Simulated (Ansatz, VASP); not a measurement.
# SnO2 in VASP and in Ansatz

```xyz
3
Lattice="0.0000 2.6246 2.6246 2.6246 0.0000 2.6246 2.6246 2.6246 0.0000" Properties=species:S:1:pos:R:3 pbc="T T T"
Sn    0.0000    0.0000    0.0000
O     3.9370    3.9370    3.9370
O     1.3123    1.3123    1.3123
```

Change from the starting cell: volume scaled by 1.06.

Alike in both runs: task single point; functional PBE; k mesh 9 × 9 × 9; occupations fermi-dirac, width 0.05 eV; no spin polarisation.

|  | VASP | Ansatz |
| --- | --- | --- |
| version | VASP 6.6.1 | Ansatz 0.2.0 |
| potentials or method | VASP PAW PBE potentials, release 64 (Sn_d, O), cutoff 520 eV | all-electron LAPW, scalar-relativistic |

```csv
,VASP,Ansatz,Ansatz less VASP
gap on the k mesh at the Fermi level (eV),none,none,-
pressure (GPa),-9.4,-9.9,-0.44
```

A gap of «none» marks a metal or a gap that the smearing closes. Ansatz ran all-electron here, and VASP with PAW potentials.
